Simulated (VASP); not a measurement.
# In (P6_3/mmc) in VASP: further runs

Runs on In. Level: PBE+D3(BJ). Tasks: single point.

Everything below comes from runs of VASP 6.6.1. Logs are shortened: lines on timing, memory, paths and dates and some standing lists are left out, and cuts for length are marked.

## Step 1: The cell of the first run

The structure is hexagonal, space group P6_3/mmc (No. 194). The conventional cell has a = 3.438 Å, b = 3.438 Å, c = 5.638 Å, α = 90.00°, β = 90.00°, γ = 120.00°. Within 4.5 Å of In (site symmetry -6m2) lie 12 In at 3.44 to 3.45 Å.

This isn't the form of In at room conditions, which is tetragonal.

## Step 2: Single point, PBE+D3(BJ) (28.86 Å³/atom)

Input file INCAR:

```
ALGO     = Fast           # electronic algorithm
EDIFF    = 1E-6           # SCF threshold, eV
ENCUT    = 520            # plane-wave cutoff, eV
GGA      = PE             # functional
ISIF     = 2              # what is computed and relaxed
ISMEAR   = 0              # smearing method
IVDW     = 12             # dispersion correction
LASPH    = True           # aspherical terms in the spheres
LCHARG   = False          # write CHGCAR
LREAL    = False          # projectors in reciprocal space
LWAVE    = False          # write WAVECAR
NBANDS   = 20             # bands
NELM     = 60             # most SCF steps
PREC     = Accurate       # precision mode
SIGMA    = 0.1            # smearing width, eV
```

Input file KPOINTS:

```
k-points
0
Gamma
  15 15 8
```

Input file POSCAR:

```
In
1.0
    3.4382549162      0.0000000000      0.0000000000
   -1.7191274581      2.9776161021      0.0000000000
    0.0000000000      0.0000000000      5.6382612675
In
2
Direct
    0.3333333333      0.6666666667      0.2500000000
    0.6666666667      0.3333333333      0.7500000000
```

Potentials or basis: VASP PAW PBE potentials, release 64 (In_d).

The run is started by

```
cat potpaw_PBE.64/In_d/POTCAR > POTCAR
mpirun -np 1 vasp_std > vasp.out
```

OUTCAR:

```text
EDIFF = 1E-6
   ENCUT = 520
   GGA = PE
   ISIF = 2
   ISMEAR = 0
   IVDW = 12
   LASPH = True
   LREAL = False
   NELM = 60
   PREC = Accurate
 IVDW          = 12

 ion  position               nearest neighbor table
   1  0.333  0.667  0.250-   2 3.45   2 3.45   2 3.45   2 3.45   2 3.45   2 3.45
   2  0.667  0.333  0.750-   1 3.45   1 3.45   1 3.45   1 3.45   1 3.45   1 3.45

  LATTYP: Found a hexagonal cell.
 ALAT       =     3.4382549162
 C/A-ratio  =     1.6398613264

  Lattice vectors:

 A1 = (   3.4382549162,   0.0000000000,   0.0000000000)
 A2 = (  -1.7191274581,   2.9776161021,   0.0000000000)
 A3 = (   0.0000000000,   0.0000000000,   5.6382612675)

Analysis of symmetry for initial positions (statically):
=====================================================================
 Subroutine PRICEL returns:
 Original cell was already a primitive cell.

 Routine SETGRP: Setting up the symmetry group for a
 hexagonal supercell.

 Subroutine GETGRP returns: Found 24 space group operations
 (whereof 12 operations were pure point group operations)
 out of a pool of 24 trial point group operations.

The static configuration has the point symmetry D_3d.
 The point group associated with its full space group is D_6h.

Analysis of symmetry for dynamics (positions and initial velocities):
=====================================================================
 Subroutine PRICEL returns:
 Original cell was already a primitive cell.

 Routine SETGRP: Setting up the symmetry group for a
 hexagonal supercell.

 Subroutine GETGRP returns: Found 24 space group operations
 (whereof 12 operations were pure point group operations)
 out of a pool of 24 trial point group operations.

The dynamic configuration has the point symmetry D_3d.
 The point group associated with its full space group is D_6h.

 Subroutine INISYM returns: Found 24 space group operations
 (whereof 12 operations are pure point group operations),
 and found     1 'primitive' translations

----------------------------------------------------------------------------------------

                                     Primitive cell

  volume of cell :      57.7234

  direct lattice vectors                    reciprocal lattice vectors
     3.438254916  0.000000000  0.000000000     0.290845218  0.167919565  0.000000000
    -1.719127458  2.977616102  0.000000000     0.000000000  0.335839130  0.000000000
     0.000000000  0.000000000  5.638261267     0.000000000  0.000000000  0.177359642
[... 83 lines left out ...]
   NELM   =     60;   NELMIN=  2; NELMDL= -5     # of ELM steps
   EDIFF  = 0.1E-05   stopping-criterion for ELM
   LREAL  =      F    real-space projection
   EDIFFG = 0.1E-04   stopping-criterion for IOM
   NSW    =      0    number of steps for IOM
   IBRION =     -1    ionic relax: 0-MD 1-quasi-New 2-CG
   NFREE  =      0    steps in history (QN), initial steepest desc. (CG)
   ISIF   =      2    stress and relaxation
   ISYM   =      2    0-nonsym 1-usesym 2-fastsym
   POTIM  = 0.5000    time-step for ionic-motion
   TEBEG  =    0.0;   TEEND  =   0.0 temperature during run
   PSTRESS=    0.0 pullay stress
   NELECT =      26.0000    total number of electrons
   NUPDOWN=      -1.0000    fix difference up-down
   EMIN   =  10.00;   EMAX   =-10.00  energy-range for DOS
   EFERMI =   0.00;   METHOD = LEGACY
   ISMEAR =     0;   SIGMA  =   0.10  broadening in eV -4-tet -1-fermi 0-gaus
   EFERMI_NEDOS =   21; number of points for ismear=-14 and -15
   IALGO  =     68    algorithm
   IMIX   =      4    mixing-type and parameters
     AMIX     =   0.40;   BMIX     =  1.00
     AMIX_MAG =   1.60;   BMIX_MAG =  1.00
  volume/ion in A,a.u.               =      28.86       194.77
  Fermi-wavevector in a.u.,A,eV,Ry     =   1.254918  2.371451 21.426710  1.574819
  Thomas-Fermi vector in A             =   2.388700
   LORBIT       =      0    0 simple, 1 ext, 2 COOP (PROOUT), +10 PAW based schemes
   GGA     = PE    functional components
   LHFCALC =     F    Hartree Fock is set to
   AEXX    =    0.0000 exact exchange contribution
   IVDW    =    12    specifies the selected vdW correction
   LEPSILON=     F    determine dielectric tensor
   LRPA    =     F    only Hartree local field effects (RPA)
 non-spin polarized calculation
 RMM-DIIS sequential band-by-band and
 Gauss-broadening in eV      SIGMA  =   0.10
  energy-cutoff  :      520.00
  volume of cell :       57.72
 maximum number of plane-waves:      1572
 NGX is ok and might be reduce to    28
   NGX = 13   NGY = 13   NGZ = 21

 number of electron      26.0000002 magnetization

 Free energy of the ion-electron system (eV)
  ---------------------------------------------------
  ext. energy  EPLUGINS =         0.00000000
  ---------------------------------------------------
  free energy    TOTEN  =        -5.10476536 eV

  energy without entropy =       -5.09984076  energy(sigma->0) =       -5.10230306

 E-fermi :   6.4700     XC(G=0):  -9.7955

 val. band max:        6.4524020558   @ k =   0.4667   0.0667   0.1250
 cond. band min:       6.4732384871   @ k =   0.4000   0.0000   0.0000
 fundamental gap:      0.0208364312
 Fermi energy:         6.4700048799

 k-point     1 :       0.0000    0.0000    0.0000
  band No.  band energies     occupation
      1      -8.1237      2.00000
      2      -8.0880      2.00000
      3      -8.0617      2.00000
      4      -8.0617      2.00000
      5      -8.0408      2.00000
      6      -8.0408      2.00000
[... 541 lines left out ...]
     19      13.0861      0.00000
     20      17.8495      0.00000

 [... further k-points ...]

------------------------ aborting loop because EDIFF is reached ----------------------------------------

 Edisp (eV)   -0.61155

 E8    (eV) :    -0.3052

  FORCE on cell =-STRESS in cart. coord.  units (eV):
  Direction    XX          YY          ZZ          XY          YZ          ZX
  --------------------------------------------------------------------------------------
  -------------------------------------------------------------------------------------
  Total      -1.08417    -1.08417    -1.12257     0.00000     0.00000     0.00000
  in kB     -30.09236   -30.09236   -31.15817     0.00000     0.00000     0.00000
  external pressure =      -30.45 kB  Pullay stress =        0.00 kB

 VOLUME and BASIS-vectors are now :
 -----------------------------------------------------------------------------
  energy-cutoff  :      520.00
  volume of cell :       57.72
      direct lattice vectors                 reciprocal lattice vectors
     3.438254916  0.000000000  0.000000000     0.290845218  0.167919565  0.000000000
    -1.719127458  2.977616102  0.000000000     0.000000000  0.335839130  0.000000000
     0.000000000  0.000000000  5.638261267     0.000000000  0.000000000  0.177359642

 POSITION                                       TOTAL-FORCE (eV/Angst)
 -----------------------------------------------------------------------------------
     -0.00000      1.98508      1.40957         0.000000      0.000000      0.000000
      1.71913      0.99254      4.22870        -0.000000      0.000000      0.000000
 -----------------------------------------------------------------------------------
    total drift:                               -0.000000      0.000000      0.000000

  FREE ENERGIE OF THE ION-ELECTRON SYSTEM (eV)
  ---------------------------------------------------
  free  energy   TOTEN  =        -5.7163173652 eV

  energy  without entropy=       -5.7113927605  energy(sigma->0) =       -5.71385506
```

OSZICAR:

```text
N       E                     dE             d eps       ncg     rms          rms(c)
DAV:   1     0.211745025601E+03    0.21175E+03   -0.13118E+04  5408   0.175E+03
DAV:   2     0.107170377636E+02   -0.20103E+03   -0.19756E+03  5440   0.372E+02
DAV:   3    -0.466507951650E+01   -0.15382E+02   -0.15299E+02  6256   0.118E+02
DAV:   4    -0.512236453368E+01   -0.45729E+00   -0.45709E+00  6496   0.226E+01
DAV:   5    -0.514706679534E+01   -0.24702E-01   -0.24701E-01  7904   0.433E+00    0.272E+00
RMM:   6    -0.511137252313E+01    0.35694E-01   -0.63561E-02  6302   0.328E+00    0.142E+00
RMM:   7    -0.510470379092E+01    0.66687E-02   -0.27290E-02  6043   0.173E+00    0.273E-01
RMM:   8    -0.510454748395E+01    0.15631E-03   -0.42697E-03  6984   0.102E+00    0.883E-02
RMM:   9    -0.510470406348E+01   -0.15658E-03   -0.16206E-03  7882   0.360E-01    0.611E-02
RMM:  10    -0.510474130030E+01   -0.37237E-04   -0.52928E-04  6950   0.366E-01    0.269E-02
RMM:  11    -0.510475476011E+01   -0.13460E-04   -0.24905E-04  7582   0.154E-01    0.380E-02
RMM:  12    -0.510476637531E+01   -0.11615E-04   -0.10539E-04  8146   0.925E-02    0.579E-02
RMM:  13    -0.510476483027E+01    0.15450E-05   -0.22442E-05  6975   0.478E-02    0.411E-02
RMM:  14    -0.510476536338E+01   -0.53311E-06   -0.57740E-06  4688   0.215E-02
   1 F= -.57163174E+01 E0= -.57138551E+01  d E =-.492460E-02
```

Wall time 100 s (1 thread of Intel Xeon Platinum 8488C (Sapphire Rapids), shared host); peak memory 0.27 GiB.

Results:

- Free energy: -5.7163 eV
- Pressure: -3.0 GPa
- Band gap on the k mesh: zero (bands 13 and 14 overlap by 5.59 eV)
- Dispersion energy per atom: -0.306 eV

Stress tensor (GPa, compression positive):
```
-3.01  0.00  0.00
 0.00 -3.01  0.00
 0.00  0.00 -3.12
```

Caveat: the cell stands under tension; spin-orbit coupling is left out, which moves the levels of the heavy elements.

## Step 3: Single point, PBE+D3(BJ) (23.09 Å³/atom)

This run uses another cell than the first one, of 23.09 Å³/atom.

Input file INCAR:

```
SYSTEM = In
PREC = Accurate
ENCUT = 520
EDIFF = 1E-7
ISMEAR = 0
SIGMA = 0.1
LREAL = .False.
LASPH = .True.
NELM = 80
ALGO = Fast
ISIF = 2
LWAVE = .False.
LCHARG = .False.
GGA = PE
IVDW = 12
NBANDS = 20
```

Input file KPOINTS:

```
Automatic mesh
0
Gamma
  15 15 8
  0 0 0
```

Input file POSCAR:

```
In
1.0
    3.1791813167      0.0000000000      0.0000000000
   -1.5895906583      2.7532517835      0.0000000000
    0.0000000000      0.0000000000      5.2757077995
In
2
Direct
    0.3333333333      0.6666666667      0.2500000000
    0.6666666667      0.3333333333      0.7500000000
```

Potentials or basis: VASP PAW PBE potentials, release 64 (In_d).

The run is started by

```
cat potpaw_PBE.64/In_d/POTCAR > POTCAR
mpirun -np 1 vasp_std > vasp.out
```

Wall time 82 s (1 thread of Intel Xeon Platinum 8488C (Sapphire Rapids), shared host); peak memory 0.23 GiB.

The run converged. Its results:

```yaml
Free_energy: -5.6428 eV
Pressure: 7.3 GPa
Band_gap_on_the_k_mesh: zero (bands 13 and 14 overlap by 6.97 eV)
Dispersion_energy_per_atom: -0.385 eV
```

Levels at points of the mesh, in eV from the Fermi level:
| k point | band 9 | band 10 | band 11 | band 12 | band 13 | band 14 | band 15 | band 16 | band 17 | band 18 |
| --- | --- | --- | --- | --- | --- | --- | --- | --- | --- | --- |
| (0.00, 0.00, 0.00) | -14.42 | -14.42 | -10.51 | -4.61 | -4.06 | 9.44 | 9.44 | 11.22 | 11.23 | 11.41 |
| (0.00, 0.00, 0.50) | -14.51 | -14.51 | -9.00 | -9.00 | 3.15 | 3.15 | 10.57 | 10.57 | 10.57 | 10.57 |

Caveat: the cell stands under pressure; spin-orbit coupling is left out, which moves the levels of the heavy elements.

## Step 4: Single point, PBE+D3(BJ) (23.88 Å³/atom)

This run uses another cell than the first one, of 23.88 Å³/atom.

Input file INCAR:

```
PREC = Accurate ; ENCUT = 520
EDIFF = 1E-7 ; ISMEAR = 0
SIGMA = 0.1 ; LREAL = False
LASPH = True ; NELM = 100
ALGO = Fast ; ISIF = 2
LWAVE = False ; LCHARG = False
GGA = PE ; IVDW = 12
NBANDS = 20
```

Input file KPOINTS:

```
Automatic mesh
0
Gamma
  15 15 8
```

Input file POSCAR:

```
In
1.0
    3.2149054452      0.0000000000      0.0000000000
   -1.6074527226      2.7841897863      0.0000000000
    0.0000000000      0.0000000000      5.3349903772
In
2
Direct
    0.3333333333      0.6666666667      0.2500000000
    0.6666666667      0.3333333333      0.7500000000
```

The run is started by

```
cat potpaw_PBE.64/In_d/POTCAR > POTCAR
mpirun -np 1 vasp_std > vasp.out
```

It took 80 s on 1 thread of Intel Xeon Platinum 8488C (Sapphire Rapids), shared host; peak memory 0.24 GiB.

The run converged. Its results:

| Property | Result |
| --- | --- |
| Free energy | -5.7022 eV |
| Pressure | 4.8 GPa |
| Band gap on the k mesh | zero (bands 13 and 14 overlap by 6.77 eV) |
| Dispersion energy per atom | -0.372 eV |

Stress tensor (GPa, compression positive):
```
4.85 0.00 0.00
0.00 4.85 0.00
0.00 0.00 4.75
```

Levels at points of the mesh, in eV from the Fermi level:
```tsv
k point	band 9	band 10	band 11	band 12	band 13	band 14	band 15	band 16	band 17	band 18
(0.00, 0.00, 0.00)	-14.39	-14.39	-10.24	-4.58	-3.88	9.20	9.20	10.98	11.13	11.13
(0.00, 0.00, 0.50)	-14.47	-14.47	-8.77	-8.77	3.07	3.07	10.29	10.29	10.29	10.29
```

Caveat: the cell stands under pressure; spin-orbit coupling is left out, which moves the levels of the heavy elements.

## Step 5: Overview

| cell | further INCAR settings | gap on the mesh (eV) | pressure (GPa) |
| --- | --- | --- | --- |
| a = 3.438, b = 3.438, c = 5.638 Å, angles 90.0, 90.0, 120.0°, 2 atoms | ALGO = Fast; EDIFF = 1e-06; NBANDS = 20 | none | -3.0 |
| a = 3.179, b = 3.179, c = 5.276 Å, angles 90.0, 90.0, 120.0°, 2 atoms | ALGO = Fast; EDIFF = 1e-07; NBANDS = 20 | none | 7.3 |
| a = 3.215, b = 3.215, c = 5.335 Å, angles 90.0, 90.0, 120.0°, 2 atoms | ALGO = Fast; EDIFF = 1e-07; NBANDS = 20 | none | 4.8 |

Alike in all rows: task single point; level PBE+D3(BJ); potentials or basis VASP PAW PBE potentials, release 64 (In_d); no spin polarisation; k mesh 15 × 15 × 8; cutoff (eV) 520; smearing gaussian 0.1 eV.

Caveats: spin-orbit coupling is left out, which moves the levels of the heavy elements; the cell stands under pressure (at least some runs); the cell stands under tension (at least some runs).

Absolute energies hang on the potentials; compare differences alone.

The gap in the log of VASP goes by the Fermi energy; the results here count the filled bands.